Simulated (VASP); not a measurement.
# Ti (Pm-3m) in VASP: further runs

Ti is run at these levels: PBE; tasks: single point.

Program: VASP 6.6.1. These are calculated values, not measurements. Logs are shortened: lines on timing, memory, paths and dates and some standing lists are left out, and cuts for length are marked.

**1. The cell of the first run**

Symmetry: Pm-3m, No. 221, cubic system. The conventional cell has a = 2.692 Å, b = 2.692 Å, c = 2.692 Å, α = 90.00°, β = 90.00°, γ = 90.00°. Ti (site symmetry m-3m) has 6 Ti at 2.69 Å within 3.5 Å.

This isn't the form of Ti at room conditions, which is hcp.

**2. Single point, PBE**

The input, INCAR:

```
  PREC = Accurate
  ENCUT = 520
  EDIFF = 1E-7
  ISMEAR = -1
  SIGMA = 0.06122561905347299
  LREAL = F
  LASPH = T
  NELM = 80
  ALGO = Normal
  ISIF = 2
  LWAVE = F
  LCHARG = F
  GGA = PE
  NBANDS = 12
```

The input, KPOINTS:

```
regular mesh
0
Gamma
  41 41 41
```

The input, POSCAR:

```
Ti
1.0
    2.6918571404      0.0000000000      0.0000000000
    0.0000000000      2.6918571404      0.0000000000
    0.0000000000      0.0000000000      2.6918571404
Ti
1
Direct
    0.0000000000      0.0000000000      0.0000000000
```

Potentials or basis: VASP PAW PBE potentials, release 64 (Ti_sv).

On the command line:

```sh
cat potpaw_PBE.64/Ti_sv/POTCAR > POTCAR
mpirun -np 1 vasp_std > vasp.out
```

OUTCAR:

```text
PREC = Accurate
   ENCUT = 520
   EDIFF = 1E-7
   ISMEAR = -1
   LREAL = F
   LASPH = T
   NELM = 80
   ISIF = 2
   GGA = PE

 ion  position               nearest neighbor table
   1  0.000  0.000  0.000-

  LATTYP: Found a simple cubic cell.
 ALAT       =     2.6918571404

  Lattice vectors:

 A1 = (   2.6918571404,   0.0000000000,   0.0000000000)
 A2 = (   0.0000000000,   2.6918571404,   0.0000000000)
 A3 = (   0.0000000000,   0.0000000000,   2.6918571404)

Analysis of symmetry for initial positions (statically):
=====================================================================
 Subroutine PRICEL returns:
 Original cell was already a primitive cell.

 Routine SETGRP: Setting up the symmetry group for a
 simple cubic supercell.

 Subroutine GETGRP returns: Found 48 space group operations
 (whereof 48 operations were pure point group operations)
 out of a pool of 48 trial point group operations.

The static configuration has the point symmetry O_h .

Analysis of symmetry for dynamics (positions and initial velocities):
=====================================================================
 Subroutine PRICEL returns:
 Original cell was already a primitive cell.

 Routine SETGRP: Setting up the symmetry group for a
 simple cubic supercell.

 Subroutine GETGRP returns: Found 48 space group operations
 (whereof 48 operations were pure point group operations)
 out of a pool of 48 trial point group operations.

The dynamic configuration has the point symmetry O_h .

 Subroutine INISYM returns: Found 48 space group operations
 (whereof 48 operations are pure point group operations),
 and found     1 'primitive' translations

----------------------------------------------------------------------------------------

                                     Primitive cell

  volume of cell :      19.5055

  direct lattice vectors                    reciprocal lattice vectors
     2.691857140  0.000000000  0.000000000     0.371490740  0.000000000  0.000000000
     0.000000000  2.691857140  0.000000000     0.000000000  0.371490740  0.000000000
     0.000000000  0.000000000  2.691857140     0.000000000  0.000000000  0.371490740

  length of vectors
     2.691857140  2.691857140  2.691857140     0.371490740  0.371490740  0.371490740

  position of ions in fractional coordinates (direct lattice)
     0.000000000  0.000000000  0.000000000

  ion indices of the primitive-cell ions
   primitive index   ion index
                 1           1

----------------------------------------------------------------------------------------

 KPOINTS: regular mesh

Automatic generation of k-mesh.
 Grid dimensions read from file:
 generate k-points for:   41   41   41

 Generating k-lattice:

  Cartesian coordinates                     Fractional coordinates (reciprocal lattice)
     0.009060750  0.000000000  0.000000000     0.024390244  0.000000000  0.000000000
     0.000000000  0.009060750  0.000000000     0.000000000  0.024390244  0.000000000
     0.000000000  0.000000000  0.009060750     0.000000000  0.000000000  0.024390244

  Length of vectors
     0.009060750  0.009060750  0.009060750

  Shift w.r.t. Gamma in fractional coordinates (k-lattice)
     0.000000000  0.000000000  0.000000000

 Subroutine IBZKPT returns following result:
 ===========================================

 Found   1771 irreducible k-points:

 Following reciprocal coordinates:
            Coordinates               Weight
  0.000000  0.000000  0.000000      1.000000
  0.024390  0.000000  0.000000      6.000000
  0.048780  0.000000  0.000000      6.000000
  0.073171  0.000000  0.000000      6.000000
  0.097561  0.000000  0.000000      6.000000
  0.121951  0.000000  0.000000      6.000000
[... 16 lines left out ...]
  0.048780  0.024390  0.000000     24.000000
  0.073171  0.024390  0.000000     24.000000
 [... further k-points ...]
   k-points           NKPTS =   1771   k-points in BZ     NKDIM =   1771   number of bands    NBANDS=     12
   number of dos      NEDOS =    301   number of ions     NIONS =      1
   total plane-waves  NPLWV =   8000
   dimension x,y,z NGX =    20 NGY =   20 NGZ =   20
   dimension x,y,z NGXF=    40 NGYF=   40 NGZF=   40
   ions per type =               1
   NGX,Y,Z   is equivalent  to a cutoff of  12.35, 12.35, 12.35 a.u.
   NGXF,Y,Z  is equivalent  to a cutoff of  24.70, 24.70, 24.70 a.u.
 SYSTEM =  unknown system
   PREC   = accura    normal or accurate (medium, high low for compatibility)
   ISTART =      0    job   : 0-new  1-cont  2-samecut
   ICHARG =      2    charge: 1-file 2-atom 10-const
   ISPIN  =      1    spin polarized calculation?
   LNONCOLLINEAR =      F non collinear calculations
   LSORBIT =      F    spin-orbit coupling
   LASPH  =      T    aspherical Exc in radial PAW
   ENCUT  =  520.0 eV  38.22 Ry    6.18 a.u.   5.01  5.01  5.01*2*pi/ulx,y,z
   NELM   =     80;   NELMIN=  2; NELMDL= -5     # of ELM steps
   EDIFF  = 0.1E-06   stopping-criterion for ELM
   LREAL  =      F    real-space projection
   EDIFFG = 0.1E-05   stopping-criterion for IOM
   NSW    =      0    number of steps for IOM
   IBRION =     -1    ionic relax: 0-MD 1-quasi-New 2-CG
   NFREE  =      0    steps in history (QN), initial steepest desc. (CG)
   ISIF   =      2    stress and relaxation
   ISYM   =      2    0-nonsym 1-usesym 2-fastsym
   POTIM  = 0.5000    time-step for ionic-motion
   TEBEG  =    0.0;   TEEND  =   0.0 temperature during run
   PSTRESS=    0.0 pullay stress
   NELECT =      12.0000    total number of electrons
   NUPDOWN=      -1.0000    fix difference up-down
   EMIN   =  10.00;   EMAX   =-10.00  energy-range for DOS
   EFERMI =   0.00;   METHOD = LEGACY
   ISMEAR =    -1;   SIGMA  =   0.06  broadening in eV -4-tet -1-fermi 0-gaus
   EFERMI_NEDOS =   21; number of points for ismear=-14 and -15
   IALGO  =     38    algorithm
   IMIX   =      4    mixing-type and parameters
     AMIX     =   0.40;   BMIX     =  1.00
     AMIX_MAG =   1.60;   BMIX_MAG =  1.00
  volume/ion in A,a.u.               =      19.51       131.63
  Fermi-wavevector in a.u.,A,eV,Ry     =   1.392355  2.631169 26.376959  1.938652
  Thomas-Fermi vector in A             =   2.516106
   LORBIT       =      0    0 simple, 1 ext, 2 COOP (PROOUT), +10 PAW based schemes
   GGA     = PE    functional components
   LHFCALC =     F    Hartree Fock is set to
   AEXX    =    0.0000 exact exchange contribution
   IVDW    =     0    specifies the selected vdW correction
   LEPSILON=     F    determine dielectric tensor
   LRPA    =     F    only Hartree local field effects (RPA)
 non-spin polarized calculation
  energy-cutoff  :      520.00
  volume of cell :       19.51
 maximum number of plane-waves:       552
   NGX = 11   NGY = 11   NGZ = 11

 number of electron      11.9999999 magnetization

 Free energy of the ion-electron system (eV)
  ---------------------------------------------------
  ext. energy  EPLUGINS =         0.00000000
  ---------------------------------------------------
  free energy    TOTEN  =        -6.99903503 eV

  energy without entropy =       -6.97039639  energy(sigma->0) =       -6.98471571

 E-fermi :   6.9612     XC(G=0): -10.8575

 val. band max:        6.9607706302   @ k =   0.3171   0.2195   0.1463
 cond. band min:       6.9612479755   @ k =   0.3415   0.1707   0.1463
 fundamental gap:      0.0004773453
 Fermi energy:         6.9611616498

 k-point     1 :       0.0000    0.0000    0.0000
  band No.  band energies     occupation
      1     -49.6821      2.00000
      2     -25.5431      2.00000
      3     -25.5431      2.00000
      4     -25.5431      2.00000
      5       1.3871      2.00000
      6       5.7891      2.00000
      7       5.7891      2.00000
      8      10.6139      0.00000
      9      10.6139      0.00000
     10      10.6139      0.00000
     11      22.0238      0.00000
     12      22.0238      0.00000

 k-point     2 :       0.0244    0.0000    0.0000
  band No.  band energies     occupation
      1     -49.6815      2.00000
      2     -25.5475      2.00000
      3     -25.5427      2.00000
      4     -25.5427      2.00000
      5       1.4019      2.00000
      6       5.7927      2.00000
      7       5.7992      2.00000
      8      10.6017      0.00000
      9      10.6017      0.00000
     10      10.6148      0.00000
     11      21.8822      0.00000
     12      22.0476      0.00000

 k-point     3 :       0.0488    0.0000    0.0000
  band No.  band energies     occupation
      1     -49.6798      2.00000
      2     -25.5606      2.00000
      3     -25.5416      2.00000
      4     -25.5416      2.00000
      5       1.4460      2.00000
      6       5.8032      2.00000
      7       5.8293      2.00000
      8      10.5658      0.00000
      9      10.5658      0.00000
     10      10.6174      0.00000
     11      21.5036      0.00000
     12      22.1184      0.00000
[... 286 lines left out ...]
 k-point    23 :       0.0488    0.0244    0.0000
  band No.  band energies     occupation
      1     -49.6792      2.00000
      2     -25.5603      2.00000
      3     -25.5460      2.00000
      4     -25.5413      2.00000
      5       1.4606      2.00000
      6       5.8113      2.00000
      7       5.8349      2.00000
      8      10.5534      0.00000
      9      10.5659      0.00000
     10      10.6061      0.00000
     11      21.5251      0.00000
     12      21.9739      0.00000

 k-point    24 :       0.0732    0.0244    0.0000
  band No.  band energies     occupation
      1     -49.6764      2.00000
      2     -25.5817      2.00000
      3     -25.5442      2.00000
      4     -25.5394      2.00000
      5       1.5335      2.00000
      6       5.8290      2.00000
      7       5.8842      2.00000
      8      10.4948      0.00000
      9      10.5079      0.00000
     10      10.6104      0.00000
     11      20.9967      0.00000
     12      22.0865      0.00000

 [... further k-points ...]
[... 5 lines left out ...]
  --------------------------------------------------------------------------------------
  -------------------------------------------------------------------------------------
  Total       -0.5062601     -0.5062601     -0.5062601      0.0000000      0.0000000     -0.0000000
  in kB      -41.5841902    -41.5841902    -41.5841902      0.0000000      0.0000000     -0.0000000
  external PRESSURE =     -41.5841902 kB  Pullay stress =       0.0000000 kB

 VOLUME and BASIS-vectors are now :
 -----------------------------------------------------------------------------
  energy-cutoff  :      520.00
  volume of cell :       19.51
      direct lattice vectors                 reciprocal lattice vectors
     2.691857140  0.000000000  0.000000000     0.371490740  0.000000000  0.000000000
     0.000000000  2.691857140  0.000000000     0.000000000  0.371490740  0.000000000
     0.000000000  0.000000000  2.691857140     0.000000000  0.000000000  0.371490740

 POSITION                                       TOTAL-FORCE (eV/Angst)
 -----------------------------------------------------------------------------------
      0.00000      0.00000      0.00000         0.000000      0.000000      0.000000
 -----------------------------------------------------------------------------------
    total drift:                               -0.000000     -0.000000     -0.000000

  FREE ENERGIE OF THE ION-ELECTRON SYSTEM (eV)
  ---------------------------------------------------
  free  energy   TOTEN  =        -6.9990350261 eV

  energy  without entropy=       -6.9703963864  energy(sigma->0) =       -6.98471571
```

It took 2.8 min on 1 thread of AMD EPYC 7R13 (Zen 3), shared host; peak memory 0.44 GiB.

Results:

| Item | Value |
| --- | --- |
| Free energy | -6.9990 eV |
| Pressure | -4.2 GPa |
| Band gap on the k mesh | zero (bands 6 and 7 overlap by 2.00 eV) |

Caveat: the cell stands under tension.

[end of part 1 of 2]
